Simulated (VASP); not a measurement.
# Ni (Fm-3m) in VASP: further runs

The runs below take Ni through single point, with r2SCAN.

All numbers are computed with VASP 6.6.1; they aren't measurements. Logs are shortened: lines on timing, memory, paths and dates and some standing lists are left out, and cuts for length are marked.

## 1. The cell of the first run

The structure is cubic, space group Fm-3m (No. 225). Conventional cell: a = 3.476 Å, b = 3.476 Å, c = 3.476 Å, α = 90.00°, β = 90.00°, γ = 90.00°. Ni (site symmetry m-3m) has 12 Ni at 2.46 Å within 3.2 Å.

## 2. Single point, r2SCAN, collinear spin, ferromagnetic start

POSCAR

```
Ni
1.0
    0.0000000000      1.7380692641      1.7380692641
    1.7380692641      0.0000000000      1.7380692641
    1.7380692641      1.7380692641      0.0000000000
Ni
1
Direct
    0.0000000000      0.0000000000      0.0000000000
```

INCAR.step1

```
PREC = Accurate
ENCUT = 520
ISMEAR = -1
SIGMA = 0.05
LREAL = False
LASPH = True
NELM = 150
ISPIN = 2
MAGMOM = 0.807
LMAXMIX = 4
NBANDS = 15
GGA = PE
ALGO = Normal
EDIFF = 1E-4
LWAVE = True
LCHARG = False
```

INCAR.step2

```
PREC = Accurate
ENCUT = 520
EDIFF = 1E-7
ISMEAR = -1
SIGMA = 0.05
LREAL = False
LASPH = True
NELM = 150
ALGO = Normal
ISIF = 2
LWAVE = False
LCHARG = False
ISPIN = 2
MAGMOM = 0.807
LORBIT = 11
LMAXMIX = 4
METAGGA = R2SCAN
LMIXTAU = True
NBANDS = 15
ISTART = 1
```

KPOINTS

```
Automatic mesh
0
Gamma
  16 16 16
```

Potentials or basis: VASP PAW PBE potentials, release 64 (Ni).

The run is started by

```
$ cat potpaw_PBE.64/Ni/POTCAR > POTCAR
$ cp INCAR.step1 INCAR
$ mpirun -np 1 vasp_std > vasp.out
$ cp INCAR.step2 INCAR
$ mpirun -np 1 vasp_std > vasp.out
```

OUTCAR:

```text
PREC = Accurate
   ENCUT = 520
   EDIFF = 1E-7
   ISMEAR = -1
   LREAL = False
   LASPH = True
   NELM = 150
   ISIF = 2
   ISPIN = 2
   LORBIT = 11
   METAGGA = R2SCAN
   ISTART = 1

 ion  position               nearest neighbor table
   1  0.000  0.000  0.000-

  LATTYP: Found a face centered cubic cell.
 ALAT       =     3.4761385282

  Lattice vectors:

 A1 = (   0.0000000000,   1.7380692641,   1.7380692641)
 A2 = (   1.7380692641,   0.0000000000,   1.7380692641)
 A3 = (   1.7380692641,   1.7380692641,   0.0000000000)

Analysis of symmetry for initial positions (statically):
=====================================================================
 Subroutine PRICEL returns:
 Original cell was already a primitive cell.

 Routine SETGRP: Setting up the symmetry group for a
 face centered cubic supercell.

 Subroutine GETGRP returns: Found 48 space group operations
 (whereof 48 operations were pure point group operations)
 out of a pool of 48 trial point group operations.

The static configuration has the point symmetry O_h .

Analysis of symmetry for dynamics (positions and initial velocities):
=====================================================================
 Subroutine PRICEL returns:
 Original cell was already a primitive cell.

 Routine SETGRP: Setting up the symmetry group for a
 face centered cubic supercell.

 Subroutine GETGRP returns: Found 48 space group operations
 (whereof 48 operations were pure point group operations)
 out of a pool of 48 trial point group operations.

The dynamic configuration has the point symmetry O_h .

Analysis of structural, dynamic, and magnetic symmetry:
=====================================================================
 Subroutine PRICEL returns:
 Original cell was already a primitive cell.

 Routine SETGRP: Setting up the symmetry group for a
 face centered cubic supercell.

 Subroutine GETGRP returns: Found 48 space group operations
 (whereof 48 operations were pure point group operations)
 out of a pool of 48 trial point group operations.

The overall configuration has the point symmetry O_h .

 Subroutine INISYM returns: Found 48 space group operations
 (whereof 48 operations are pure point group operations),
 and found     1 'primitive' translations

----------------------------------------------------------------------------------------

                                     Primitive cell

  volume of cell :      10.5010

  direct lattice vectors                    reciprocal lattice vectors
     0.000000000  1.738069264  1.738069264    -0.287675532  0.287675532  0.287675532
     1.738069264  0.000000000  1.738069264     0.287675532 -0.287675532  0.287675532
     1.738069264  1.738069264  0.000000000     0.287675532  0.287675532 -0.287675532

  length of vectors
     2.458001126  2.458001126  2.458001126     0.498268637  0.498268637  0.498268637

  position of ions in fractional coordinates (direct lattice)
     0.000000000  0.000000000  0.000000000

  ion indices of the primitive-cell ions
   primitive index   ion index
                 1           1

----------------------------------------------------------------------------------------

 KPOINTS: Automatic mesh

Automatic generation of k-mesh.
 Grid dimensions read from file:
 generate k-points for:   16   16   16

 Generating k-lattice:

  Cartesian coordinates                     Fractional coordinates (reciprocal lattice)
    -0.017979721  0.017979721  0.017979721     0.062500000  0.000000000  0.000000000
     0.017979721 -0.017979721  0.017979721     0.000000000  0.062500000  0.000000000
     0.017979721  0.017979721 -0.017979721     0.000000000  0.000000000  0.062500000

  Length of vectors
     0.031141790  0.031141790  0.031141790

  Shift w.r.t. Gamma in fractional coordinates (k-lattice)
     0.000000000  0.000000000  0.000000000

 Subroutine IBZKPT returns following result:
 ===========================================

 Found    145 irreducible k-points:

 Following reciprocal coordinates:
            Coordinates               Weight
  0.000000  0.000000  0.000000      1.000000
  0.062500  0.000000  0.000000      8.000000
  0.125000  0.000000  0.000000      8.000000
  0.187500  0.000000  0.000000      8.000000
  0.250000  0.000000  0.000000      8.000000
  0.312500  0.000000  0.000000      8.000000
[... 16 lines left out ...]
 -0.125000  0.062500  0.000000     24.000000
 -0.062500  0.062500  0.000000     12.000000
 [... further k-points ...]
   k-points           NKPTS =    145   k-points in BZ     NKDIM =    145   number of bands    NBANDS=     15
   number of dos      NEDOS =    301   number of ions     NIONS =      1
   total plane-waves  NPLWV =   5832
   dimension x,y,z NGX =    18 NGY =   18 NGZ =   18
   dimension x,y,z NGXF=    36 NGYF=   36 NGZF=   36
   ions per type =               1
   NGX,Y,Z   is equivalent  to a cutoff of  12.17, 12.17, 12.17 a.u.
   NGXF,Y,Z  is equivalent  to a cutoff of  24.35, 24.35, 24.35 a.u.
 SYSTEM =  unknown system
   PREC   = accura    normal or accurate (medium, high low for compatibility)
   ISTART =      1    job   : 0-new  1-cont  2-samecut
   ICHARG =      0    charge: 1-file 2-atom 10-const
   ISPIN  =      2    spin polarized calculation?
   LNONCOLLINEAR =      F non collinear calculations
   LSORBIT =      F    spin-orbit coupling
   LASPH  =      T    aspherical Exc in radial PAW
   ENCUT  =  520.0 eV  38.22 Ry    6.18 a.u.   4.57  4.57  4.57*2*pi/ulx,y,z
   NELM   =    150;   NELMIN=  2; NELMDL=  0     # of ELM steps
   EDIFF  = 0.1E-06   stopping-criterion for ELM
   LREAL  =      F    real-space projection
   EDIFFG = 0.1E-05   stopping-criterion for IOM
   NSW    =      0    number of steps for IOM
   IBRION =     -1    ionic relax: 0-MD 1-quasi-New 2-CG
   NFREE  =      0    steps in history (QN), initial steepest desc. (CG)
   ISIF   =      2    stress and relaxation
   ISYM   =      2    0-nonsym 1-usesym 2-fastsym
   POTIM  = 0.5000    time-step for ionic-motion
   TEBEG  =    0.0;   TEEND  =   0.0 temperature during run
   PSTRESS=    0.0 pullay stress
   NELECT =      10.0000    total number of electrons
   NUPDOWN=      -1.0000    fix difference up-down
   EMIN   =  10.00;   EMAX   =-10.00  energy-range for DOS
   EFERMI =   0.00;   METHOD = LEGACY
   ISMEAR =    -1;   SIGMA  =   0.05  broadening in eV -4-tet -1-fermi 0-gaus
   EFERMI_NEDOS =   21; number of points for ismear=-14 and -15
   IALGO  =     38    algorithm
   IMIX   =      4    mixing-type and parameters
     AMIX     =   0.40;   BMIX     =  1.00
     AMIX_MAG =   1.60;   BMIX_MAG =  1.00
  volume/ion in A,a.u.               =      10.50        70.86
  Fermi-wavevector in a.u.,A,eV,Ry     =   1.610637  3.043663 35.295588  2.594153
  Thomas-Fermi vector in A             =   2.706156
   LORBIT       =     11    0 simple, 1 ext, 2 COOP (PROOUT), +10 PAW based schemes
   METAGGA = R2SCAN    functional components
   LHFCALC =     F    Hartree Fock is set to
   AEXX    =    0.0000 exact exchange contribution
   IVDW    =     0    specifies the selected vdW correction
   LEPSILON=     F    determine dielectric tensor
   LRPA    =     F    only Hartree local field effects (RPA)
 spin polarized calculation
  energy-cutoff  :      520.00
  volume of cell :       10.50
 maximum number of plane-waves:       295
   NGX =  9   NGY =  9   NGZ =  9

 number of electron       9.9999999 magnetization       0.7417670

 Free energy of the ion-electron system (eV)
  ---------------------------------------------------
  ext. energy  EPLUGINS =         0.00000000
  ---------------------------------------------------
  free energy    TOTEN  =       -11.94822004 eV

  energy without entropy =      -11.93816158  energy(sigma->0) =      -11.94319081

 E-fermi :   9.8413     XC(G=0): -14.6309

 val. band max:        9.8376827300   @ k =   0.3750   0.1875   0.0000
 cond. band min:       9.8436186971   @ k =   0.3750   0.2500   0.0000
 fundamental gap:      0.0059359671
 Fermi energy:         9.8413134852

 spin component 1

 k-point     1 :       0.0000    0.0000    0.0000
  band No.  band energies     occupation
      1       0.1647      1.00000
      2       6.7794      1.00000
      3       6.7794      1.00000
      4       6.7795      1.00000
      5       8.1287      1.00000
      6       8.1287      1.00000
      7      34.6831      0.00000
      8      39.1134      0.00000
      9      39.1134      0.00000
     10      39.1138      0.00000
     11      41.8542      0.00000
     12      41.8542      0.00000
     13      41.8543      0.00000
     14      45.2148      0.00000
     15      51.8046      0.00000

 k-point     2 :       0.0625    0.0000    0.0000
  band No.  band energies     occupation
      1       0.3273      1.00000
      2       6.7385      1.00000
      3       6.8155      1.00000
      4       6.8155      1.00000
      5       8.1133      1.00000
      6       8.1133      1.00000
      7      34.1462      0.00000
      8      37.1388      0.00000
      9      38.6859      0.00000
     10      38.6863      0.00000
     11      42.4614      0.00000
     12      42.4614      0.00000
     13      43.0552      0.00000
     14      46.6035      0.00000
     15      50.5188      0.00000
[... 365 lines left out ...]
      3       6.9751      1.00000
      4       6.9874      1.00000
      5       7.9620      1.00000
      6       8.1769      1.00000
      7      30.6915      0.00000
      8      33.6636      0.00000
      9      37.6162      0.00000
     10      39.7217      0.00000
     11      41.6232      0.00000
     12      42.6909      0.00000
     13      45.8925      0.00000
     14      46.9587      0.00000
     15      49.2555      0.00000

 k-point    24 :      -0.0625    0.0625    0.0000
  band No.  band energies     occupation
      1       0.5950      1.00000
      2       6.6633      1.00000
      3       6.8668      1.00000
      4       6.8885      1.00000
      5       8.0403      1.00000
      6       8.1433      1.00000
      7      33.2689      0.00000
      8      35.2301      0.00000
      9      37.6873      0.00000
     10      39.7009      0.00000
     11      42.0354      0.00000
     12      42.2376      0.00000
     13      45.3618      0.00000
     14      47.9406      0.00000
     15      48.3172      0.00000

 [... further k-points ...]

 spin component 2

 k-point     1 :       0.0000    0.0000    0.0000
  band No.  band energies     occupation
      1      -0.0899      1.00000
      2       8.1337      1.00000
      3       8.1337      1.00000
      4       8.1337      1.00000
      5       8.9059      1.00000
      6       8.9059      1.00000
      7      34.4211      0.00000
      8      39.2285      0.00000
      9      39.2286      0.00000
     10      39.2286      0.00000
     11      42.1631      0.00000
     12      42.1632      0.00000
     13      42.1632      0.00000
     14      45.3013      0.00000
     15      52.7405      0.00000

 k-point     2 :       0.0625    0.0000    0.0000
  band No.  band energies     occupation
      1       0.0741      1.00000
      2       8.0813      1.00000
      3       8.1719      1.00000
      4       8.1719      1.00000
      5       8.8899      1.00000
      6       8.8899      1.00000
      7      33.9666      0.00000
      8      37.2416      0.00000
      9      38.8387      0.00000
     10      38.8388      0.00000
     11      42.7292      0.00000
     12      42.7293      0.00000
     13      43.2611      0.00000
     14      46.7446      0.00000
     15      51.0420      0.00000
[... 365 lines left out ...]
      3       8.2849      1.00000
      4       8.3297      1.00000
      5       8.7437      1.00000
      6       9.0206      1.00000
      7      30.7953      0.00000
      8      33.7634      0.00000
      9      37.6472      0.00000
     10      39.8785      0.00000
     11      41.7760      0.00000
     12      42.9335      0.00000
     13      46.3601      0.00000
     14      47.1467      0.00000
     15      49.9444      0.00000

 k-point    24 :      -0.0625    0.0625    0.0000
  band No.  band energies     occupation
      1       0.3445      1.00000
      2       7.9886      1.00000
      3       8.2300      1.00000
      4       8.2368      1.00000
      5       8.8097      1.00000
      6       8.9319      1.00000
      7      33.1885      0.00000
      8      35.3892      0.00000
      9      37.7595      0.00000
     10      39.8137      0.00000
     11      42.3406      0.00000
     12      42.4275      0.00000
     13      45.5657      0.00000
     14      48.4170      0.00000
     15      48.5139      0.00000

 [... further k-points ...]
[... 5 lines left out ...]
  --------------------------------------------------------------------------------------
  -------------------------------------------------------------------------------------
  Total        0.0630595      0.0630595      0.0630595      0.0000000      0.0000000      0.0000000
  in kB        9.6212202      9.6212202      9.6212202      0.0000000      0.0000000      0.0000000
  external PRESSURE =       9.6212202 kB  Pullay stress =       0.0000000 kB

 VOLUME and BASIS-vectors are now :
 -----------------------------------------------------------------------------
  energy-cutoff  :      520.00
  volume of cell :       10.50
      direct lattice vectors                 reciprocal lattice vectors
     0.000000000  1.738069264  1.738069264    -0.287675532  0.287675532  0.287675532
     1.738069264  0.000000000  1.738069264     0.287675532 -0.287675532  0.287675532
     1.738069264  1.738069264  0.000000000     0.287675532  0.287675532 -0.287675532

 POSITION                                       TOTAL-FORCE (eV/Angst)
 -----------------------------------------------------------------------------------
      0.00000      0.00000      0.00000         0.000000      0.000000      0.000000
 -----------------------------------------------------------------------------------
    total drift:                                0.000000     -0.000000     -0.000000

  FREE ENERGIE OF THE ION-ELECTRON SYSTEM (eV)
  ---------------------------------------------------
  free  energy   TOTEN  =       -11.9482200394 eV

  energy  without entropy=      -11.9381615774  energy(sigma->0) =      -11.94319081

 total charge

# of ion       s       p       d       tot
------------------------------------------
    1        0.531   0.552   8.328   9.411

 magnetization (x)

# of ion       s       p       d       tot
------------------------------------------
    1       -0.009  -0.044   0.813   0.760
```

It took 3.2 min on 1 thread of Intel Xeon Platinum 8259CL at 2.50GHz (Skylake/Cascade Lake), shared host; peak memory 0.15 GiB.

Results:

| Item | Value |
| --- | --- |
| Free energy | -11.9482 eV |
| Pressure | 1.0 GPa |
| Net moment | 0.74 μB per cell |
| Site moments | Ni +0.76 μB |
| Valence electrons inside the program's atomic spheres | Ni 9.41 |

Levels at points of the mesh, in eV from the Fermi level:
Spin up:
```
           k point  band 2  band 3  band 4  band 5  band 6  band 7  band 8  band 9
(0.00, 0.00, 0.00)   -3.06   -3.06   -3.06   -1.71   -1.71   24.84   29.27   29.27
(0.50, 0.00, 0.00)   -2.99   -2.99   -1.08   -1.08   -0.49    5.88   23.26   26.26
(0.50, 0.50, 0.00)   -4.93   -1.00   -1.00   -0.96    2.50    9.65   15.74   15.74
```
Spin down:
| k point | band 1 | band 2 | band 3 | band 4 | band 5 | band 6 | band 7 | band 8 | band 9 |
| --- | --- | --- | --- | --- | --- | --- | --- | --- | --- |
| (0.00, 0.00, 0.00) | -9.93 | -1.71 | -1.71 | -1.71 | -0.94 | -0.94 | 24.58 | 29.39 | 29.39 |
| (0.50, 0.00, 0.00) | -4.82 | -2.05 | -2.05 | -0.71 | 0.19 | 0.19 | 6.59 | 23.15 | 26.55 |
| (0.50, 0.50, 0.00) | -4.88 | -3.88 | -0.15 | 0.57 | 0.57 | 2.24 | 10.01 | 15.80 | 15.80 |

Caveat: the PAW data sets were made with another functional, which shifts forces and pressure a little.

## 3. Single point, r2SCAN

This run uses another cell than the first one, of 10.41 Å³/atom, 0.991 times its volume.

POSCAR

```
Ni
1.0
    0.0000000000      1.7330608651      1.7330608651
    1.7330608651      0.0000000000      1.7330608651
    1.7330608651      1.7330608651      0.0000000000
Ni
1
Direct
    0.0000000000      0.0000000000      0.0000000000
```

INCAR.step1

```
SYSTEM = Ni
PREC = Accurate
ENCUT = 520
ISMEAR = -1
SIGMA = 0.1
LREAL = .False.
LASPH = .True.
NELM = 60
NBANDS = 11
GGA = PE
ALGO = Normal
EDIFF = 1E-4
LWAVE = .True.
LCHARG = .False.
```

INCAR.step2

```
SYSTEM = Ni
PREC = Accurate
ENCUT = 520
EDIFF = 1E-6
ISMEAR = -1
SIGMA = 0.1
LREAL = .False.
LASPH = .True.
NELM = 60
ALGO = Normal
ISIF = 2
LWAVE = .False.
LCHARG = .False.
METAGGA = R2SCAN
LMIXTAU = .True.
NBANDS = 11
ISTART = 1
```

KPOINTS

```
regular mesh
0
Gamma
  2 2 2
  0 0 0
```

Potentials or basis: VASP PAW PBE potentials, release 64 (Ni).

The run is started by

```
$ cat potpaw_PBE.64/Ni/POTCAR > POTCAR
$ cp INCAR.step1 INCAR
$ mpirun -np 1 vasp_std > vasp.out
$ cp INCAR.step2 INCAR
$ mpirun -np 1 vasp_std > vasp.out
```

Run time: 5.4 s. Hardware: 1 thread of Intel Xeon 6975P-C (Granite Rapids), shared host; peak memory 0.12 GiB.

It converged, with:

```yaml
Free_energy: -9.2295 eV
Pressure: 38.8 GPa
Band_gap_on_the_k_mesh: zero (band 5 reaches 9.66 eV, above the bottom of band 6 at 8.51 eV)
```

Levels at points of the mesh, in eV from the Fermi level:
| k point | band 3 | band 4 | band 5 | band 6 | band 7 | band 8 | band 9 | band 10 |
| --- | --- | --- | --- | --- | --- | --- | --- | --- |
| (0.00, 0.00, 0.00) | -2.12 | -2.12 | -1.10 | -1.10 | 25.22 | 29.77 | 29.77 | 29.77 |
| (0.50, 0.00, 0.00) | -2.27 | -0.27 | -0.21 | -0.21 | 6.62 | 23.64 | 26.92 | 26.92 |
| (0.50, 0.50, 0.00) | -0.33 | 0.05 | 0.05 | 2.82 | 10.17 | 16.20 | 16.20 | 21.11 |

Caveat: the k points lie up to 1.57 Å⁻¹ apart; the PAW data sets were made with another functional, which shifts forces and pressure a little; the run has no spin polarisation, though such a crystal can be magnetic.

## 4. Single point, r2SCAN

This run uses another cell than the first one, of 10.41 Å³/atom, 0.991 times its volume.

POSCAR is that of step 3.

INCAR.step1

```
SYSTEM = Ni
  ALGO = Normal
  EDIFF = 1E-4
  ENCUT = 520
  GGA = PE
  ISMEAR = -1
  LASPH = .TRUE.
  LCHARG = .FALSE.
  LREAL = .FALSE.
  LWAVE = .TRUE.
  NBANDS = 11
  NELM = 100
  PREC = Accurate
  SIGMA = 0.1
```

INCAR.step2

```
SYSTEM = Ni
  ALGO = Normal
  EDIFF = 1E-6
  ENCUT = 520
  ISIF = 2
  ISMEAR = -1
  ISTART = 1
  LASPH = .TRUE.
  LCHARG = .TRUE.
  LELF = .TRUE.
  LMIXTAU = .TRUE.
  LREAL = .FALSE.
  LVHAR = .TRUE.
  LWAVE = .FALSE.
  METAGGA = R2SCAN
  NBANDS = 11
  NELM = 100
  PREC = Accurate
  SIGMA = 0.1
```

KPOINTS

```
k-points
0
G
  4 4 4
  0 0 0
```

The run is started by

```
$ cat potpaw_PBE.64/Ni/POTCAR > POTCAR
$ cp INCAR.step1 INCAR
$ mpirun -np 1 vasp_std > vasp.out
$ cp INCAR.step2 INCAR
$ mpirun -np 1 vasp_std > vasp.out
```

It took 5.5 s on 1 thread of Intel Xeon 6975P-C (Granite Rapids), shared host; peak memory 0.11 GiB.

The run converged. Its results:

| Property | Result |
| --- | --- |
| Free energy | -11.9431 eV |
| Pressure | -2.2 GPa |
| Band gap on the k mesh | zero (band 5 reaches 9.74 eV, above the bottom of band 6 at 8.66 eV) |

Levels at points of the mesh, in eV from the Fermi level:
```tsv
k point	band 2	band 3	band 4	band 5	band 6	band 7	band 8	band 9
(0.00, 0.00, 0.00)	-2.09	-2.09	-2.09	-0.99	-0.99	25.13	29.80	29.80
(0.50, 0.00, 0.00)	-2.19	-2.19	-0.28	-0.13	-0.13	6.62	23.59	26.88
(0.50, 0.50, 0.00)	-4.12	-0.21	0.10	0.10	2.73	10.22	16.19	16.19
```

Caveat: the k points lie up to 0.78 Å⁻¹ apart; the PAW data sets were made with another functional, which shifts forces and pressure a little; the run has no spin polarisation, though such a crystal can be magnetic. Spin polarisation is off, so any magnetic state and its effect on volume and gap are missing.

## 5. Summary

```csv
spin,cell,k mesh,smearing,gap on the mesh (eV),pressure (GPa)
"collinear, ferromagnetic start","a = 2.458 Å, angles 60.0°, 1 atom",16 × 16 × 16,fermi-dirac 0.05 eV,none,1.0
off,"a = 2.451 Å, angles 60.0°, 1 atom",2 × 2 × 2,fermi-dirac 0.1 eV,none,38.8
off,"a = 2.451 Å, angles 60.0°, 1 atom",4 × 4 × 4,fermi-dirac 0.1 eV,none,-2.2
```

Alike in all rows: task single point; level r2SCAN; potentials or basis VASP PAW PBE potentials, release 64 (Ni); cutoff (eV) 520.

Caveats: some runs use coarse meshes; the PAW data sets were made with another functional, which shifts forces and pressure a little.

Total energies depend on the potentials used, so only differences within one code and one set of settings carry meaning.
